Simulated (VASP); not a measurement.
# W (Fm-3m) in VASP: a series of runs

The runs below take W through single point, with revPBE, LDA, PBE, BLYP, r2SCAN.

All numbers are computed with VASP 6.6.1; they aren't measurements. Logs are shortened: lines on timing, memory, paths and dates and some standing lists are left out, and cuts for length are marked.

### 1 The cell of the first run

The structure is cubic, space group Fm-3m (No. 225). The conventional cell has a = 4.060 Å, b = 4.060 Å, c = 4.060 Å, α = 90.00°, β = 90.00°, γ = 90.00°. Within 3.8 Å of W (site symmetry m-3m) lie 12 W at 2.87 Å.

### 2 Single point, revPBE

Input file INCAR:

```
PREC = Accurate
ENCUT = 520
EDIFF = 1E-6
ISMEAR = -1
SIGMA = 0.15
LREAL = F
LASPH = T
NELM = 100
ALGO = Normal
ISIF = 2
LWAVE = F
LCHARG = T
GGA = RE
LELF = T
LVHAR = T
NBANDS = 13
```

Input file KPOINTS:

```
Automatic mesh
0
Gamma
  9 9 9
```

Input file POSCAR:

```
W
1.0
    0.0000000000      2.0300000000      2.0300000000
    2.0300000000      0.0000000000      2.0300000000
    2.0300000000      2.0300000000      0.0000000000
W
1
Direct
    0.0000000000      0.0000000000      0.0000000000
```

Potentials or basis: VASP PAW PBE potentials, release 64 (W_sv).

Started as:

```sh
$ cat potpaw_PBE.64/W_sv/POTCAR > POTCAR
$ mpirun -np 1 vasp_std > vasp.out
```

OUTCAR:

```text
PREC = Accurate
   ENCUT = 520
   EDIFF = 1E-6
   ISMEAR = -1
   LREAL = F
   LASPH = T
   NELM = 100
   ISIF = 2
   GGA = RE

 ion  position               nearest neighbor table
   1  0.000  0.000  0.000-

  LATTYP: Found a face centered cubic cell.
 ALAT       =     4.0600000000

  Lattice vectors:

 A1 = (   0.0000000000,   2.0300000000,   2.0300000000)
 A2 = (   2.0300000000,   0.0000000000,   2.0300000000)
 A3 = (   2.0300000000,   2.0300000000,   0.0000000000)

Analysis of symmetry for initial positions (statically):
=====================================================================
 Subroutine PRICEL returns:
 Original cell was already a primitive cell.

 Routine SETGRP: Setting up the symmetry group for a
 face centered cubic supercell.

 Subroutine GETGRP returns: Found 48 space group operations
 (whereof 48 operations were pure point group operations)
 out of a pool of 48 trial point group operations.

The static configuration has the point symmetry O_h .

Analysis of symmetry for dynamics (positions and initial velocities):
=====================================================================
 Subroutine PRICEL returns:
 Original cell was already a primitive cell.

 Routine SETGRP: Setting up the symmetry group for a
 face centered cubic supercell.

 Subroutine GETGRP returns: Found 48 space group operations
 (whereof 48 operations were pure point group operations)
 out of a pool of 48 trial point group operations.

The dynamic configuration has the point symmetry O_h .

 Subroutine INISYM returns: Found 48 space group operations
 (whereof 48 operations are pure point group operations),
 and found     1 'primitive' translations

----------------------------------------------------------------------------------------

                                     Primitive cell

  volume of cell :      16.7309

  direct lattice vectors                    reciprocal lattice vectors
     0.000000000  2.030000000  2.030000000    -0.246305419  0.246305419  0.246305419
     2.030000000  0.000000000  2.030000000     0.246305419 -0.246305419  0.246305419
     2.030000000  2.030000000  0.000000000     0.246305419  0.246305419 -0.246305419

  length of vectors
     2.870853532  2.870853532  2.870853532     0.426613499  0.426613499  0.426613499

  position of ions in fractional coordinates (direct lattice)
     0.000000000  0.000000000  0.000000000

  ion indices of the primitive-cell ions
   primitive index   ion index
                 1           1

----------------------------------------------------------------------------------------

 KPOINTS: Automatic mesh

Automatic generation of k-mesh.
 Grid dimensions read from file:
 generate k-points for:    9    9    9

 Generating k-lattice:

  Cartesian coordinates                     Fractional coordinates (reciprocal lattice)
    -0.027367269  0.027367269  0.027367269     0.111111111  0.000000000  0.000000000
     0.027367269 -0.027367269  0.027367269     0.000000000  0.111111111  0.000000000
     0.027367269  0.027367269 -0.027367269     0.000000000  0.000000000  0.111111111

  Length of vectors
     0.047401500  0.047401500  0.047401500

  Shift w.r.t. Gamma in fractional coordinates (k-lattice)
     0.000000000  0.000000000  0.000000000

 Subroutine IBZKPT returns following result:
 ===========================================

 Found     35 irreducible k-points:

 Following reciprocal coordinates:
            Coordinates               Weight
  0.000000  0.000000  0.000000      1.000000
  0.111111  0.000000  0.000000      8.000000
  0.222222  0.000000  0.000000      8.000000
  0.333333  0.000000  0.000000      8.000000
  0.444444  0.000000  0.000000      8.000000
  0.111111  0.111111  0.000000      6.000000
[... 16 lines left out ...]
 -0.333333  0.333333  0.000000     12.000000
  0.444444  0.444444  0.000000      6.000000
 [... further k-points ...]
   k-points           NKPTS =     35   k-points in BZ     NKDIM =     35   number of bands    NBANDS=     13
   number of dos      NEDOS =    301   number of ions     NIONS =      1
   total plane-waves  NPLWV =  13824
   dimension x,y,z NGX =    24 NGY =   24 NGZ =   24
   dimension x,y,z NGXF=    48 NGYF=   48 NGZF=   48
   ions per type =               1
   NGX,Y,Z   is equivalent  to a cutoff of  13.90, 13.90, 13.90 a.u.
   NGXF,Y,Z  is equivalent  to a cutoff of  27.80, 27.80, 27.80 a.u.
 SYSTEM =  unknown system
   PREC   = accura    normal or accurate (medium, high low for compatibility)
   ISTART =      0    job   : 0-new  1-cont  2-samecut
   ICHARG =      2    charge: 1-file 2-atom 10-const
   ISPIN  =      1    spin polarized calculation?
   LNONCOLLINEAR =      F non collinear calculations
   LSORBIT =      F    spin-orbit coupling
   LASPH  =      T    aspherical Exc in radial PAW
   ENCUT  =  520.0 eV  38.22 Ry    6.18 a.u.   5.34  5.34  5.34*2*pi/ulx,y,z
   NELM   =    100;   NELMIN=  2; NELMDL= -5     # of ELM steps
   EDIFF  = 0.1E-05   stopping-criterion for ELM
   LREAL  =      F    real-space projection
   EDIFFG = 0.1E-04   stopping-criterion for IOM
   NSW    =      0    number of steps for IOM
   IBRION =     -1    ionic relax: 0-MD 1-quasi-New 2-CG
   NFREE  =      0    steps in history (QN), initial steepest desc. (CG)
   ISIF   =      2    stress and relaxation
   ISYM   =      2    0-nonsym 1-usesym 2-fastsym
   POTIM  = 0.5000    time-step for ionic-motion
   TEBEG  =    0.0;   TEEND  =   0.0 temperature during run
   PSTRESS=    0.0 pullay stress
   NELECT =      14.0000    total number of electrons
   NUPDOWN=      -1.0000    fix difference up-down
   EMIN   =  10.00;   EMAX   =-10.00  energy-range for DOS
   EFERMI =   0.00;   METHOD = LEGACY
   ISMEAR =    -1;   SIGMA  =   0.15  broadening in eV -4-tet -1-fermi 0-gaus
   EFERMI_NEDOS =   21; number of points for ismear=-14 and -15
   IALGO  =     38    algorithm
   IMIX   =      4    mixing-type and parameters
     AMIX     =   0.40;   BMIX     =  1.00
     AMIX_MAG =   1.60;   BMIX_MAG =  1.00
  volume/ion in A,a.u.               =      16.73       112.91
  Fermi-wavevector in a.u.,A,eV,Ry     =   1.542688  2.915258 32.380324  2.379887
  Thomas-Fermi vector in A             =   2.648457
   LORBIT       =      0    0 simple, 1 ext, 2 COOP (PROOUT), +10 PAW based schemes
   GGA     = RE    functional components
   LHFCALC =     F    Hartree Fock is set to
   AEXX    =    0.0000 exact exchange contribution
   IVDW    =     0    specifies the selected vdW correction
   LEPSILON=     F    determine dielectric tensor
   LRPA    =     F    only Hartree local field effects (RPA)
 non-spin polarized calculation
  energy-cutoff  :      520.00
  volume of cell :       16.73
 maximum number of plane-waves:       465
 NGX is ok and might be reduce to    24
   NGX = 11   NGY = 11   NGZ = 11

 number of electron      14.0000002 magnetization

 Free energy of the ion-electron system (eV)
  ---------------------------------------------------
  ext. energy  EPLUGINS =         0.00000000
  ---------------------------------------------------
  free energy    TOTEN  =       -12.07756655 eV

  energy without entropy =      -11.99146391  energy(sigma->0) =      -12.03451523

 E-fermi :  10.3509     XC(G=0): -13.2869

 val. band max:       10.3028480537   @ k =  -0.4444   0.1111   0.0000
 cond. band min:      10.3611277751   @ k =  -0.1111   0.1111   0.0000
 fundamental gap:      0.0582797215
 Fermi energy:        10.3508967645

 k-point     1 :       0.0000    0.0000    0.0000
  band No.  band energies     occupation
      1     -63.4254      2.00000
      2     -27.0802      2.00000
      3     -27.0802      2.00000
      4     -27.0802      2.00000
      5       1.3955      2.00000
      6       9.7656      1.96039
      7       9.7656      1.96039
      8       9.7656      1.96039
      9      12.8155      0.00000
     10      12.8155      0.00000
     11      23.0194      0.00000
     12      28.1604      0.00000
     13      28.1604      0.00000

 k-point     2 :       0.1111    0.0000    0.0000
  band No.  band energies     occupation
      1     -63.4141      2.00000
      2     -27.2131      2.00000
      3     -27.0974      2.00000
      4     -27.0974      2.00000
      5       1.9130      2.00000
      6       9.3917      1.99667
      7       9.9913      1.83327
      8       9.9913      1.83327
      9      12.6287      0.00000
     10      12.6287      0.00000
     11      24.0096      0.00000
     12      26.3882      0.00000
     13      29.1311      0.00000

 k-point     3 :       0.2222    0.0000    0.0000
  band No.  band energies     occupation
      1     -63.3854      2.00000
      2     -27.5400      2.00000
      3     -27.1405      2.00000
      4     -27.1405      2.00000
      5       3.2193      2.00000
      6       8.8131      1.99993
      7      10.2326      1.37511
      8      10.2326      1.37511
      9      12.7076      0.00000
     10      12.7076      0.00000
     11      23.7129      0.00000
     12      26.5582      0.00000
     13      31.7159      0.00000
[... 305 lines left out ...]
 k-point    23 :      -0.3333    0.3333    0.0000
  band No.  band energies     occupation
      1     -63.3042      2.00000
      2     -27.8073      2.00000
      3     -27.7995      2.00000
      4     -27.3357      2.00000
      5       6.6312      2.00000
      6       7.5556      2.00000
      7       9.2437      1.99875
      8      12.0530      0.00002
      9      14.1151      0.00000
     10      17.1392      0.00000
     11      22.4147      0.00000
     12      23.0804      0.00000
     13      28.3524      0.00000

 k-point    24 :       0.4444    0.4444    0.0000
  band No.  band energies     occupation
      1     -63.3002      2.00000
      2     -28.0575      2.00000
      3     -27.4573      2.00000
      4     -27.4573      2.00000
      5       5.0083      2.00000
      6       5.9780      2.00000
      7      12.6632      0.00000
      8      15.0970      0.00000
      9      15.4615      0.00000
     10      15.4615      0.00000
     11      22.4742      0.00000
     12      22.4742      0.00000
     13      23.7027      0.00000

 [... further k-points ...]

------------------------ aborting loop because EDIFF is reached ----------------------------------------

  FORCE on cell =-STRESS in cart. coord.  units (eV):
  Direction    XX          YY          ZZ          XY          YZ          ZX
  --------------------------------------------------------------------------------------
  -------------------------------------------------------------------------------------
  Total       -0.1901089     -0.1901089     -0.1901089     -0.0000000      0.0000000      0.0000000
  in kB      -18.2051757    -18.2051757    -18.2051757     -0.0000000      0.0000000      0.0000000
  external PRESSURE =     -18.2051757 kB  Pullay stress =       0.0000000 kB

 VOLUME and BASIS-vectors are now :
 -----------------------------------------------------------------------------
  energy-cutoff  :      520.00
  volume of cell :       16.73
      direct lattice vectors                 reciprocal lattice vectors
     0.000000000  2.030000000  2.030000000    -0.246305419  0.246305419  0.246305419
     2.030000000  0.000000000  2.030000000     0.246305419 -0.246305419  0.246305419
     2.030000000  2.030000000  0.000000000     0.246305419  0.246305419 -0.246305419

 POSITION                                       TOTAL-FORCE (eV/Angst)
 -----------------------------------------------------------------------------------
      0.00000      0.00000      0.00000         0.000000      0.000000      0.000000
 -----------------------------------------------------------------------------------
    total drift:                               -0.000000      0.000000     -0.000000

  FREE ENERGIE OF THE ION-ELECTRON SYSTEM (eV)
  ---------------------------------------------------
  free  energy   TOTEN  =       -12.0775665450 eV

  energy  without entropy=      -11.9914639097  energy(sigma->0) =      -12.03451523
```

Wall time 6.2 s (1 thread of Intel Xeon Platinum 8559C (Emerald Rapids), shared host); peak memory 0.14 GiB.

Results:

* Free energy: -12.0776 eV
* Pressure: -1.8 GPa
* Band gap on the k mesh: zero (band 7 reaches 12.66 eV, above the bottom of band 8 at 9.77 eV)

Levels at points of the mesh, in eV from the Fermi level:
| k point | band 3 | band 4 | band 5 | band 6 | band 7 | band 8 | band 9 | band 10 | band 11 | band 12 |
| --- | --- | --- | --- | --- | --- | --- | --- | --- | --- | --- |
| (0.00, 0.00, 0.00) | -37.43 | -37.43 | -8.96 | -0.59 | -0.59 | -0.59 | 2.46 | 2.46 | 12.67 | 17.81 |

Caveat: the PAW data sets were made with another functional, which shifts forces and pressure a little; spin-orbit coupling is left out, which moves the levels of the heavy elements.

(Part 1 of 2 ends here.)
